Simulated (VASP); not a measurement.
# Si2Ni (Fm-3m) in VASP: further runs

Aim: see how the results for Si2Ni move with the level of theory and the settings. Levels: PBEsol, PBE+U. Tasks: vibrations by perturbation theory, relaxation of cell and atoms.

Program: VASP 6.6.1. These are calculated values, not measurements. Logs are shortened: lines on timing, memory, paths and dates and some standing lists are left out, and cuts for length are marked.

## 1. The cell of the first run

The structure is cubic, space group Fm-3m (No. 225). Conventional cell: a = 5.406 Å, b = 5.406 Å, c = 5.406 Å, α = 90.00°, β = 90.00°, γ = 90.00°. Ni (site symmetry m-3m) has 8 Si at 2.34 Å within 3.1 Å. Within 3.1 Å of Si (site symmetry -43m) lie 4 Ni at 2.34 Å and 6 Si at 2.70 Å.

## 2. Vibrations by perturbation theory, PBEsol, collinear spin, ferromagnetic start

Input file INCAR:

```
SYSTEM = Si2Ni
ALGO = Normal
EDIFF = 1E-8
ENCUT = 520
GGA = PS
IBRION = 8
ISIF = 2
ISMEAR = -1
ISPIN = 2
LASPH = .TRUE.
LCHARG = .FALSE.
LMAXMIX = 4
LORBIT = 11
LREAL = .FALSE.
LWAVE = .FALSE.
MAGMOM = 1 0 0
NELM = 150
NSW = 1
PREC = Accurate
SIGMA = 0.05
```

Input file KPOINTS:

```
k-points
0
G
  7 7 7
  0 0 0
```

Input file POSCAR:

```
Si2Ni
1.0
    0.0000000000      2.7030000000      2.7030000000
    2.7030000000      0.0000000000      2.7030000000
    2.7030000000      2.7030000000      0.0000000000
Ni Si
1 2
Direct
    0.0000000000      0.0000000000      0.0000000000
    0.7500000000      0.7500000000      0.7500000000
    0.2500000000      0.2500000000      0.2500000000
```

Potentials or basis: VASP PAW PBE potentials, release 64 (Ni, Si).

Command:

```console
> cat potpaw_PBE.64/Ni/POTCAR potpaw_PBE.64/Si/POTCAR > POTCAR
> mpirun -np 1 vasp_std > vasp.out
```

OUTCAR:

```text
SYSTEM = Si2Ni
   EDIFF = 1E-8
   ENCUT = 520
   GGA = PS
   IBRION = 8
   ISIF = 2
   ISMEAR = -1
   ISPIN = 2
   LASPH = .TRUE.
   LORBIT = 11
   LREAL = .FALSE.
   NELM = 150
   NSW = 1
   PREC = Accurate

 ion  position               nearest neighbor table
   1  0.000  0.000  0.000-   2 2.34   2 2.34   3 2.34   3 2.34   2 2.34   2 2.34   3 2.34   3 2.34

   2  0.750  0.750  0.750-   1 2.34   1 2.34   1 2.34   1 2.34   3 2.70   3 2.70   3 2.70   3 2.70
                             3 2.70   3 2.70
   3  0.250  0.250  0.250-   1 2.34   1 2.34   1 2.34   1 2.34   2 2.70   2 2.70   2 2.70   2 2.70
                             2 2.70   2 2.70

  LATTYP: Found a face centered cubic cell.
 ALAT       =     5.4060000000

  Lattice vectors:

 A1 = (   0.0000000000,   2.7030000000,   2.7030000000)
 A2 = (   2.7030000000,   0.0000000000,   2.7030000000)
 A3 = (   2.7030000000,   2.7030000000,   0.0000000000)

Analysis of symmetry for initial positions (statically):
=====================================================================
 Subroutine PRICEL returns:
 Original cell was already a primitive cell.

 Routine SETGRP: Setting up the symmetry group for a
 face centered cubic supercell.

 Subroutine GETGRP returns: Found 48 space group operations
 (whereof 48 operations were pure point group operations)
 out of a pool of 48 trial point group operations.

The static configuration has the point symmetry O_h .

Analysis of symmetry for dynamics (positions and initial velocities):
=====================================================================
 Subroutine PRICEL returns:
 Original cell was already a primitive cell.

 Routine SETGRP: Setting up the symmetry group for a
 face centered cubic supercell.

 Subroutine GETGRP returns: Found 48 space group operations
 (whereof 48 operations were pure point group operations)
 out of a pool of 48 trial point group operations.

The dynamic configuration has the point symmetry O_h .

Analysis of structural, dynamic, and magnetic symmetry:
=====================================================================
 Subroutine PRICEL returns:
 Original cell was already a primitive cell.

 Routine SETGRP: Setting up the symmetry group for a
 face centered cubic supercell.

 Subroutine GETGRP returns: Found 48 space group operations
 (whereof 48 operations were pure point group operations)
 out of a pool of 48 trial point group operations.

The overall configuration has the point symmetry O_h .

 Subroutine INISYM returns: Found 48 space group operations
 (whereof 48 operations are pure point group operations),
 and found     1 'primitive' translations

----------------------------------------------------------------------------------------

                                     Primitive cell

  volume of cell :      39.4974

  direct lattice vectors                    reciprocal lattice vectors
     0.000000000  2.703000000  2.703000000    -0.184979652  0.184979652  0.184979652
     2.703000000  0.000000000  2.703000000     0.184979652 -0.184979652  0.184979652
     2.703000000  2.703000000  0.000000000     0.184979652  0.184979652 -0.184979652

  length of vectors
     3.822619259  3.822619259  3.822619259     0.320394156  0.320394156  0.320394156

  position of ions in fractional coordinates (direct lattice)
     0.000000000  0.000000000  0.000000000
     0.750000000  0.750000000  0.750000000
[... 489 lines left out ...]
     11      12.6162      0.00000
     12      12.6162      0.00000
     13      12.6162      0.00000
     14      15.0704      0.00000
[... 311 lines left out ...]
      3       3.2491      1.00000
      4       4.3243      1.00000
      5       6.4459      1.00000
      6       6.5109      1.00000
      7       6.8927      1.00000
      8       7.2594      1.00000
      9       7.9327      1.00000
     10      11.6004      0.00000
     11      13.3897      0.00000
     12      14.9166      0.00000
     13      16.3496      0.00000
     14      17.8265      0.00000

------------------------ aborting loop because EDIFF is reached ----------------------------------------

  FORCE on cell =-STRESS in cart. coord.  units (eV):
  Direction    XX          YY          ZZ          XY          YZ          ZX
  --------------------------------------------------------------------------------------
  -------------------------------------------------------------------------------------
  Total       -0.3754532     -0.3754532     -0.3754532     -0.0000000      0.0000000     -0.0000000
  in kB      -15.2299415    -15.2299415    -15.2299415     -0.0000000      0.0000000     -0.0000000
  external PRESSURE =     -15.2299415 kB  Pullay stress =       0.0000000 kB

 VOLUME and BASIS-vectors are now :
 -----------------------------------------------------------------------------
  energy-cutoff  :      520.00
  volume of cell :       39.50
      direct lattice vectors                 reciprocal lattice vectors
     0.000000000  2.703000000  2.703000000    -0.184979652  0.184979652  0.184979652
     2.703000000  0.000000000  2.703000000     0.184979652 -0.184979652  0.184979652
     2.703000000  2.703000000  0.000000000     0.184979652  0.184979652 -0.184979652

 POSITION                                       TOTAL-FORCE (eV/Angst)
 -----------------------------------------------------------------------------------
      0.00000      0.00000      0.00000        -0.000000     -0.000000     -0.000000
      4.05450      4.05450      4.05450         0.000000     -0.000000      0.000000
      1.35150      1.35150      1.35150         0.000000      0.000000      0.000000
 -----------------------------------------------------------------------------------
    total drift:                               -0.000000     -0.000000      0.000000

  FREE ENERGIE OF THE ION-ELECTRON SYSTEM (eV)
  ---------------------------------------------------
  free  energy   TOTEN  =       -18.9984747401 eV

  energy  without entropy=      -18.9915528572  energy(sigma->0) =      -18.99501380

[... ionic steps 2 to 3 ...]

--------------------------------------- Ionic step        4  -------------------------------------------

------------------------ aborting loop because EDIFF is reached ----------------------------------------

[... ionic steps 5 to 6 ...]

--------------------------------------- Ionic step        7  -------------------------------------------

 Free energy of the ion-electron system (eV)
  ---------------------------------------------------
  ---------------------------------------------------
  free energy    TOTEN  =        -0.01780288 eV

  energy without entropy =       -0.01780288

------------------------ aborting loop because EDIFF is reached ----------------------------------------

 INTERNAL STRAIN TENSOR  FOR ION    2  DIRECTION 1   (eV/Angst):
 -----------------------------------------------------------------------------
     0.00815  0.00000  0.00000
     0.00000 -0.00217  6.88026
     0.00000  6.88026 -0.00217

 INTERNAL STRAIN TENSOR FOR ION    3 for displacements in x,y,z  (eV/Angst):
          X           Y           Z          XY          YZ          ZX
  --------------------------------------------------------------------------------
  x    -0.00000    -0.00000    -0.00000     0.00000    -6.88026     0.00000
  y     0.00000    -0.00000     0.00000     0.00000     0.00000    -6.88026
  z     0.00000     0.00000    -0.00000    -6.88026     0.00000     0.00000

 SECOND DERIVATIVES (NOT SYMMETRIZED)
 ------------------------------------
               1X          1Y          1Z          2X          2Y          2Z          3X          3Y          3Z
  1X    -9.943025    0.000000    0.000000    4.971513    0.000000    0.000000    4.971513    0.000000    0.000000
  1Y     0.000000   -9.943025    0.000000    0.000000    4.971513    0.000000    0.000000    4.971513    0.000000
  1Z     0.000000    0.000000   -9.943025    0.000000    0.000000    4.971513    0.000000    0.000000    4.971513
  2X     4.974223    0.000000    0.000000   -8.235077    0.000000    0.000000    3.260854    0.000000    0.000000
  2Y     0.000000    4.974223    0.000000    0.000000   -8.235077    0.000000    0.000000    3.260854    0.000000
  2Z     0.000000    0.000000    4.974223    0.000000    0.000000   -8.235077    0.000000    0.000000    3.260854
  3X     4.974223    0.000000    0.000000    3.260854    0.000000    0.000000   -8.235077    0.000000    0.000000
  3Y     0.000000    4.974223    0.000000    0.000000    3.260854    0.000000    0.000000   -8.235077    0.000000
  3Z     0.000000    0.000000    4.974223    0.000000    0.000000    3.260854    0.000000    0.000000   -8.235077

 Eigenvectors and eigenvalues of the dynamical matrix
 ----------------------------------------------------

   1 f  =   10.001971 THz    62.844238 2PiTHz  333.629846 cm-1    41.364810 meV
             X         Y         Z           dx          dy          dz
      0.000000  0.000000  0.000000    -0.000000   -0.000000   -0.000000
      4.054500  4.054500  4.054500    -0.615098   -0.117001    0.328581
      1.351500  1.351500  1.351500     0.615098    0.117001   -0.328581
[... 43 lines left out ...]
   9 f/i=    0.001254 THz     0.007877 2PiTHz    0.041815 cm-1     0.005184 meV
             X         Y         Z           dx          dy          dz
      0.000000  0.000000  0.000000     0.027164   -0.113112    0.705389
      4.054500  4.054500  4.054500     0.018786   -0.078225    0.487827
      1.351500  1.351500  1.351500     0.018786   -0.078225    0.487827

--------------------------------------------------------------------------------------------------------

 ELASTIC MODULI CONTR FROM IONIC RELAXATION (kBar)
 Direction    XX          YY          ZZ          XY          YZ          ZX
 --------------------------------------------------------------------------------
 XX          -0.0000      0.0000     -0.0000      0.0000     -0.0000      0.0000
 YY           0.0000     -0.0000      0.0000      0.0000     -0.0000     -0.0000
 ZZ          -0.0000      0.0000     -0.0000     -0.0000     -0.0000      0.0000
 XY           0.0000      0.0000     -0.0000   -334.0704     -0.0000      0.0000
 YZ          -0.0000     -0.0000     -0.0000     -0.0000   -334.0704      0.0000
 ZX           0.0000     -0.0000      0.0000     -0.0000      0.0000   -334.0704
 --------------------------------------------------------------------------------

 total charge

# of ion       s       p       d       tot
------------------------------------------
    1        0.564   0.809   8.454   9.828
    2        0.738   0.844   0.000   1.582
    3        0.738   0.844   0.000   1.582
--------------------------------------------------
tot          2.041   2.496   8.454  12.992

 magnetization (x)

# of ion       s       p       d       tot
------------------------------------------
    1       -0.000  -0.000   0.000   0.000
    2        0.000   0.000   0.000   0.000
    3        0.000   0.000   0.000   0.000
--------------------------------------------------
tot          0.000  -0.000   0.000   0.000
```

It took 96 s on 1 thread of AMD EPYC 9R45 (Zen 5), shared host; peak memory 0.26 GiB.

Results:

* Net moment: 0.00 μB per cell
* Valence electrons inside the program's atomic spheres: Ni 9.83; Si 1.58
* Highest phonon frequency at Γ: 334 cm⁻¹

Phonon frequencies in cm⁻¹ (negative: imaginary):
```
              q point                    frequencies
(0.000, 0.000, 0.000)  0 0 0 307 307 307 334 334 334
```

Caveat: the cell stands under pressure or tension, which shifts response properties; the PAW data sets were made with another functional, which shifts forces and pressure a little.

## 3. Relaxation of cell and atoms, PBE+U, collinear spin, ferromagnetic start

Input file INCAR:

```
PREC = Accurate
ENCUT = 590
EDIFF = 1E-7
ISMEAR = -1
SIGMA = 0.05
LREAL = F
LASPH = T
NELM = 200
ALGO = Normal
ISIF = 3
LWAVE = F
LCHARG = F
ISPIN = 2
MAGMOM = 1 0 0
LORBIT = 11
LMAXMIX = 4
LDAU = T
LDAUTYPE = 2
LDAUL = 2 -1
LDAUU = 4 0
LDAUJ = 0 0
LDAUPRINT = 1
GGA = PE
IBRION = 2
NSW = 60
EDIFFG = -0.01
GGA_COMPAT = F
NELMIN = 4
```

Input file KPOINTS:

```
Automatic mesh
0
Gamma
  9 9 9
```

POSCAR is that of step 2.

Potentials or basis: VASP PAW PBE potentials, release 64 (Ni_sv_GW, Si).

Command:

```console
> cat potpaw_PBE.64/Ni_sv_GW/POTCAR potpaw_PBE.64/Si/POTCAR > POTCAR
> mpirun -np 1 vasp_std > vasp.out
```

Wall time 3.2 min (1 thread of Intel Xeon 6975P-C (Granite Rapids), shared host); peak memory 0.23 GiB.

The run converged. Its results:

- Free energy: -15.0660 eV
- Relaxed volume: 13.35 Å³/atom
- Relaxed cell: a = 3.840 Å, b = 3.840 Å, c = 3.840 Å, α = 60.00°, β = 60.00°, γ = 60.00°
- Space group after relaxing (to 0.1 Å): Fm-3m (No. 225)
- Energy gained by relaxing: 1.2 meV/atom
- Ionic steps: 3
- Pressure after relaxing: 0.0 GPa
- Band gap on the k mesh: zero (filled and empty bands overlap)
- Net moment: 0.00 μB per cell
- Valence electrons inside the program's atomic spheres: Ni 16.66; Si 1.58

The path:
```tsv
step	energy change (eV)	largest force (eV/Å)	pressure (GPa)	volume (Å³)
1	0.0000	0.0000	2.06	39.50
2	-0.0013	0.0000	-1.58	40.47
3	-0.0035	0.0000	-0.02	40.04
```

Final structure:
```
CELL_PARAMETERS angstrom
0.00000 2.71534 2.71534
2.71534 0.00000 2.71534
2.71534 2.71534 0.00000
ATOMIC_POSITIONS crystal
Ni 0.00000 0.00000 0.00000
Si 0.75000 0.75000 0.75000
Si 0.25000 0.25000 0.25000
```

Levels at points of the mesh, in eV from the Fermi level:
Spin up:
```csv
k point,band 11,band 12,band 13,band 14,band 15,band 16
"(0.00, 0.00, 0.00)",-0.39,1.69,1.69,1.69,2.43,2.43
```
Spin down:
| k point | band 10 | band 11 | band 12 | band 13 | band 14 | band 15 | band 16 | band 17 |
| --- | --- | --- | --- | --- | --- | --- | --- | --- |
| (0.00, 0.00, 0.00) | -3.81 | -0.39 | 1.69 | 1.69 | 1.69 | 2.43 | 2.43 | 2.43 |

Eigenvalues of the final occupation matrices:
```tsv
site	spin	trace	eigenvalues
site 1 d	1	3.99	0.77 0.77 0.77 0.84 0.84
site 1 d	2	3.99	0.77 0.77 0.77 0.84 0.84
```

Caveat: the U is typed as a test and isn't derived for this compound.
